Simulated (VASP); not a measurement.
# P (Cmmm) in VASP: a series of runs

P is run at these levels: PBEsol+D3(BJ); tasks: single point.

All numbers are computed with VASP 6.6.1; they aren't measurements. Logs are shortened: lines on timing, memory, paths and dates and some standing lists are left out, and cuts for length are marked.

## 1. The cell of the first run

The structure is orthorhombic, space group Cmmm (No. 65). The conventional cell has a = 3.317 Å, b = 3.444 Å, c = 2.391 Å, α = 90.00°, β = 90.00°, γ = 90.00°. P (site symmetry mmm) has 6 P at 2.39 Å within 3.2 Å.

## 2. Single point, PBEsol+D3(BJ) (strain +0.0375 x Voigt [0, 0, 0, 0, 0, 1])

INCAR reads:

```
ALGO = Normal
EDIFF = 1E-6
ENCUT = 520
GGA = PS
ISIF = 2
ISMEAR = 0
IVDW = 12
LASPH = True
LCHARG = False
LREAL = False
LWAVE = False
NBANDS = 8
NELM = 60
PREC = Accurate
SIGMA = 0.15
```

KPOINTS reads:

```
k-points
0
Gamma
  24 24 24
```

POSCAR reads:

```
P
1.0
    2.3904808287      0.0448215155      0.0000000000
    0.0448215155      2.3904808287      0.0000000000
    0.0000000000      0.0000000000      2.3906484192
P
1
Direct
    0.0000000000      0.0000000000      0.0000000000
```

Potentials or basis: VASP PAW PBE potentials, release 64 (P).

Run with:

```sh
$ cat potpaw_PBE.64/P/POTCAR > POTCAR
$ mpirun -np 1 vasp_std > vasp.out
```

OUTCAR:

```text
EDIFF = 1E-6
   ENCUT = 520
   GGA = PS
   ISIF = 2
   ISMEAR = 0
   IVDW = 12
   LASPH = True
   LREAL = False
   NELM = 60
   PREC = Accurate
 IVDW          = 12

 ion  position               nearest neighbor table
   1  0.000  0.000  0.000-

  LATTYP: Found a base centered orthorhombic cell.
 ALAT       =     3.3172632134
 B/A-ratio  =     1.0382165605
 C/A-ratio  =     0.7206688964

  Lattice vectors:

 A1 = (  -0.0448215155,  -2.3904808287,   0.0000000000)
 A2 = (   2.3904808287,   0.0448215155,   0.0000000000)
 A3 = (   0.0000000000,   0.0000000000,   2.3906484192)

Analysis of symmetry for initial positions (statically):
=====================================================================
 Subroutine PRICEL returns:
 Original cell was already a primitive cell.

 Routine SETGRP: Setting up the symmetry group for a
 base centered orthorhombic supercell.

 Subroutine GETGRP returns: Found  8 space group operations
 (whereof  8 operations were pure point group operations)
 out of a pool of  8 trial point group operations.

The static configuration has the point symmetry D_2h.

Analysis of symmetry for dynamics (positions and initial velocities):
=====================================================================
 Subroutine PRICEL returns:
 Original cell was already a primitive cell.

 Routine SETGRP: Setting up the symmetry group for a
 base centered orthorhombic supercell.

 Subroutine GETGRP returns: Found  8 space group operations
 (whereof  8 operations were pure point group operations)
 out of a pool of  8 trial point group operations.

The dynamic configuration has the point symmetry D_2h.

 Subroutine INISYM returns: Found  8 space group operations
 (whereof  8 operations are pure point group operations),
 and found     1 'primitive' translations

----------------------------------------------------------------------------------------

                                     Primitive cell

  volume of cell :      13.6563

  direct lattice vectors                    reciprocal lattice vectors
     2.390480829  0.044821515  0.000000000     0.418473001 -0.007846369  0.000000000
     0.044821515  2.390480829  0.000000000    -0.007846369  0.418473001  0.000000000
     0.000000000  0.000000000  2.390648419     0.000000000  0.000000000  0.418296556

  length of vectors
     2.390900993  2.390900993  2.390648419     0.418546554  0.418546554  0.418296556

  position of ions in fractional coordinates (direct lattice)
     0.000000000  0.000000000  0.000000000

  ion indices of the primitive-cell ions
   primitive index   ion index
                 1           1

----------------------------------------------------------------------------------------

 KPOINTS: k-points

Automatic generation of k-mesh.
 Grid dimensions read from file:
 generate k-points for:   24   24   24

 Generating k-lattice:

  Cartesian coordinates                     Fractional coordinates (reciprocal lattice)
     0.017436375 -0.000326932  0.000000000     0.041666667  0.000000000  0.000000000
    -0.000326932  0.017436375  0.000000000     0.000000000  0.041666667  0.000000000
     0.000000000  0.000000000  0.017429023     0.000000000  0.000000000  0.041666667

  Length of vectors
     0.017439440  0.017439440  0.017429023

  Shift w.r.t. Gamma in fractional coordinates (k-lattice)
     0.000000000  0.000000000  0.000000000

 Subroutine IBZKPT returns following result:
 ===========================================

 Found   2041 irreducible k-points:

 Following reciprocal coordinates:
            Coordinates               Weight
  0.000000  0.000000  0.000000      1.000000
  0.041667  0.000000  0.000000      4.000000
  0.083333 -0.000000  0.000000      4.000000
  0.125000  0.000000  0.000000      4.000000
  0.166667  0.000000  0.000000      4.000000
  0.208333  0.000000  0.000000      4.000000
[... 16 lines left out ...]
  0.416667  0.041667  0.000000      4.000000
  0.458333  0.041667  0.000000      4.000000
 [... further k-points ...]
   k-points           NKPTS =   2041   k-points in BZ     NKDIM =   2041   number of bands    NBANDS=      8
   number of dos      NEDOS =    301   number of ions     NIONS =      1
   total plane-waves  NPLWV =   5832
   dimension x,y,z NGX =    18 NGY =   18 NGZ =   18
   dimension x,y,z NGXF=    36 NGYF=   36 NGZF=   36
   ions per type =               1
   NGX,Y,Z   is equivalent  to a cutoff of  12.52, 12.52, 12.52 a.u.
   NGXF,Y,Z  is equivalent  to a cutoff of  25.03, 25.03, 25.03 a.u.
 SYSTEM =  unknown system
   PREC   = accura    normal or accurate (medium, high low for compatibility)
   ISTART =      0    job   : 0-new  1-cont  2-samecut
   ICHARG =      2    charge: 1-file 2-atom 10-const
   ISPIN  =      1    spin polarized calculation?
   LNONCOLLINEAR =      F non collinear calculations
   LSORBIT =      F    spin-orbit coupling
   LASPH  =      T    aspherical Exc in radial PAW
   ENCUT  =  520.0 eV  38.22 Ry    6.18 a.u.   4.45  4.45  4.45*2*pi/ulx,y,z
   NELM   =     60;   NELMIN=  2; NELMDL= -5     # of ELM steps
   EDIFF  = 0.1E-05   stopping-criterion for ELM
   LREAL  =      F    real-space projection
   EDIFFG = 0.1E-04   stopping-criterion for IOM
   NSW    =      0    number of steps for IOM
   IBRION =     -1    ionic relax: 0-MD 1-quasi-New 2-CG
   NFREE  =      0    steps in history (QN), initial steepest desc. (CG)
   ISIF   =      2    stress and relaxation
   ISYM   =      2    0-nonsym 1-usesym 2-fastsym
   POTIM  = 0.5000    time-step for ionic-motion
   TEBEG  =    0.0;   TEEND  =   0.0 temperature during run
   PSTRESS=    0.0 pullay stress
   NELECT =       5.0000    total number of electrons
   NUPDOWN=      -1.0000    fix difference up-down
   EMIN   =  10.00;   EMAX   =-10.00  energy-range for DOS
   EFERMI =   0.00;   METHOD = LEGACY
   ISMEAR =     0;   SIGMA  =   0.15  broadening in eV -4-tet -1-fermi 0-gaus
   EFERMI_NEDOS =   21; number of points for ismear=-14 and -15
   IALGO  =     38    algorithm
   IMIX   =      4    mixing-type and parameters
     AMIX     =   0.40;   BMIX     =  1.00
     AMIX_MAG =   1.60;   BMIX_MAG =  1.00
  volume/ion in A,a.u.               =      13.66        92.16
  Fermi-wavevector in a.u.,A,eV,Ry     =   1.171171  2.213192 18.662317  1.371642
  Thomas-Fermi vector in A             =   2.307619
   LORBIT       =      0    0 simple, 1 ext, 2 COOP (PROOUT), +10 PAW based schemes
   GGA     = PS    functional components
   LHFCALC =     F    Hartree Fock is set to
   AEXX    =    0.0000 exact exchange contribution
   IVDW    =    12    specifies the selected vdW correction
   LEPSILON=     F    determine dielectric tensor
   LRPA    =     F    only Hartree local field effects (RPA)
 non-spin polarized calculation
 Gauss-broadening in eV      SIGMA  =   0.15
  energy-cutoff  :      520.00
  volume of cell :       13.66
 maximum number of plane-waves:       382
 NGX is ok and might be reduce to    18
   NGX =  9   NGY =  9   NGZ =  9

 number of electron       4.9999999 magnetization

 Free energy of the ion-electron system (eV)
  ---------------------------------------------------
  ext. energy  EPLUGINS =         0.00000000
  ---------------------------------------------------
  free energy    TOTEN  =        -5.75971317 eV

  energy without entropy =       -5.75631435  energy(sigma->0) =       -5.75801376

 E-fermi :  10.5357     XC(G=0): -11.6578

 val. band max:       10.5277085186   @ k =  -0.2917   0.2083   0.1250
 cond. band min:      10.5382945521   @ k =   0.2083   0.0833   0.2083
 fundamental gap:      0.0105860335
 Fermi energy:        10.5356756378

 k-point     1 :       0.0000    0.0000    0.0000
  band No.  band energies     occupation
      1      -6.6532      2.00000
      2      15.7699      0.00000
      3      15.8894      0.00000
      4      16.0512      0.00000
      5      17.2787      0.00000
      6      17.3038      0.00000
      7      25.3838      0.00000
      8      35.7461      0.00000

 k-point     2 :       0.0417    0.0000    0.0000
  band No.  band energies     occupation
      1      -6.6114      2.00000
      2      14.8373      0.00000
      3      15.9228      0.00000
      4      15.9483      0.00000
      5      17.3197      0.00000
      6      18.3146      0.00000
      7      25.5253      0.00000
      8      35.3922      0.00000

 k-point     3 :       0.0833   -0.0000    0.0000
  band No.  band energies     occupation
      1      -6.4860      2.00000
      2      13.2951      0.00000
      3      16.0227      0.00000
      4      16.0351      0.00000
      5      17.4233      0.00000
      6      19.6955      0.00000
      7      25.9637      0.00000
      8      34.5039      0.00000

 k-point     4 :       0.1250    0.0000    0.0000
  band No.  band energies     occupation
      1      -6.2776      2.00000
      2      11.7229      0.00000
      3      16.1879      0.00000
      4      16.1903      0.00000
      5      17.5931      0.00000
      6      20.9422      0.00000
      7      26.7230      0.00000
      8      33.3481      0.00000

 k-point     5 :       0.1667    0.0000    0.0000
  band No.  band energies     occupation
      1      -5.9872      2.00000
      2      10.1775      1.99927
      3      16.4067      0.00000
      4      16.4162      0.00000
      5      17.8243      0.00000
      6      21.9908      0.00000
      7      27.7795      0.00000
      8      32.1075      0.00000
[... 177 lines left out ...]
 k-point    22 :       0.3750    0.0417    0.0000
  band No.  band energies     occupation
      1      -3.4051      2.00000
      2       3.4936      2.00000
      3      17.5556      0.00000
      4      18.2764      0.00000
      5      20.0884      0.00000
      6      25.0383      0.00000
      7      26.4209      0.00000
      8      26.6402      0.00000

 k-point    23 :       0.4167    0.0417    0.0000
  band No.  band energies     occupation
      1      -2.7560      2.00000
      2       2.4505      2.00000
      3      17.8579      0.00000
      4      18.6524      0.00000
      5      20.4244      0.00000
      6      24.6398      0.00000
      7      25.8896      0.00000
      8      26.9548      0.00000

 k-point    24 :       0.4583    0.0417    0.0000
  band No.  band energies     occupation
      1      -2.1858      2.00000
      2       1.6414      2.00000
      3      18.0137      0.00000
      4      18.9283      0.00000
      5      20.6953      0.00000
      6      24.3468      0.00000
      7      25.3862      0.00000
      8      27.6325      0.00000

 [... further k-points ...]

------------------------ aborting loop because EDIFF is reached ----------------------------------------

 Edisp (eV)   -0.41517

 E8    (eV) :    -0.2463

  FORCE on cell =-STRESS in cart. coord.  units (eV):
  Direction    XX          YY          ZZ          XY          YZ          ZX
  --------------------------------------------------------------------------------------
  -------------------------------------------------------------------------------------
  Total       0.01125     0.01125     0.01898    -0.19371     0.00000     0.00000
  in kB       1.31975     1.31975     2.22627   -22.72650     0.00000     0.00000
  external pressure =        1.62 kB  Pullay stress =        0.00 kB

 VOLUME and BASIS-vectors are now :
 -----------------------------------------------------------------------------
  energy-cutoff  :      520.00
  volume of cell :       13.66
      direct lattice vectors                 reciprocal lattice vectors
     2.390480829  0.044821515  0.000000000     0.418473001 -0.007846369  0.000000000
     0.044821515  2.390480829  0.000000000    -0.007846369  0.418473001  0.000000000
     0.000000000  0.000000000  2.390648419     0.000000000  0.000000000  0.418296556

 POSITION                                       TOTAL-FORCE (eV/Angst)
 -----------------------------------------------------------------------------------
      0.00000      0.00000      0.00000        -0.000000      0.000000      0.000000
 -----------------------------------------------------------------------------------
    total drift:                                0.000000      0.000000      0.000000

  FREE ENERGIE OF THE ION-ELECTRON SYSTEM (eV)
  ---------------------------------------------------
  free  energy   TOTEN  =        -6.1748847326 eV

  energy  without entropy=       -6.1714859082  energy(sigma->0) =       -6.17318532
```

It took 46 s on 1 thread of Intel Xeon 6975P-C (Granite Rapids), shared host; peak memory 0.28 GiB.

What came out:

```yaml
Free_energy: -6.1749 eV
Pressure: 0.2 GPa
Dispersion_energy_per_atom: -0.415 eV
```

Caveat: the cell differs from its parent crystal (strain +0.0375 x Voigt [0, 0, 0, 0, 0, 1]); the PAW data sets were made with another functional, which shifts forces and pressure a little; pairwise dispersion overbinds metals, which lowers pressure and volume.

## 3. Single point, PBEsol+D3(BJ) (strain +0.0187 x Voigt [0, 0, 0, 0, 0, 1])

INCAR reads:

```
  ALGO = Normal
  EDIFF = 1E-7
  ENCUT = 520
  GGA = PS
  ISIF = 2
  ISMEAR = 0
  IVDW = 12
  LASPH = T
  LCHARG = F
  LREAL = F
  LWAVE = F
  NBANDS = 8
  NELM = 60
  PREC = Accurate
  SIGMA = 0.15
```

KPOINTS is that of step 2.

POSCAR reads:

```
P
1.0
    2.3904808287      0.0223509957      0.0000000000
    0.0223509957      2.3904808287      0.0000000000
    0.0000000000      0.0000000000      2.3906484192
P
1
Direct
    0.0000000000      0.0000000000      0.0000000000
```

Potentials or basis: VASP PAW PBE potentials, release 64 (P).

Run with:

```sh
$ cat potpaw_PBE.64/P/POTCAR > POTCAR
$ mpirun -np 1 vasp_std > vasp.out
```

Wall time 47 s (1 thread of Intel Xeon 6975P-C (Granite Rapids), shared host); peak memory 0.28 GiB.

It converged, with:

* Free energy: -6.1775 eV
* Pressure: 0.2 GPa
* Dispersion energy per atom: -0.415 eV

Stress tensor (GPa, compression positive):
```
 0.14 -1.07  0.00
-1.07  0.14  0.00
 0.00  0.00  0.17
```

Levels at points of the mesh, in eV from the Fermi level:
```tsv
k point	band 1	band 2	band 3	band 4	band 5	band 6
(0.00, 0.00, 0.00)	-17.18	5.30	5.36	5.44	6.75	6.76
(0.50, 0.00, 0.00)	-12.49	-9.27	8.46	8.48	9.48	14.64
(0.50, 0.50, 0.00)	-7.38	-5.77	-5.41	0.49	11.37	17.23
(0.00, 0.00, 0.50)	-12.49	-9.27	8.41	8.55	9.50	14.58
(0.50, 0.00, 0.50)	-7.38	-5.59	-5.59	0.48	11.36	17.22
(0.50, 0.50, 0.50)	-2.41	-2.24	-2.06	-0.88	4.25	4.43
```

Caveat: the cell differs from its parent crystal (strain +0.0187 x Voigt [0, 0, 0, 0, 0, 1]); the PAW data sets were made with another functional, which shifts forces and pressure a little; pairwise dispersion overbinds metals, which lowers pressure and volume.
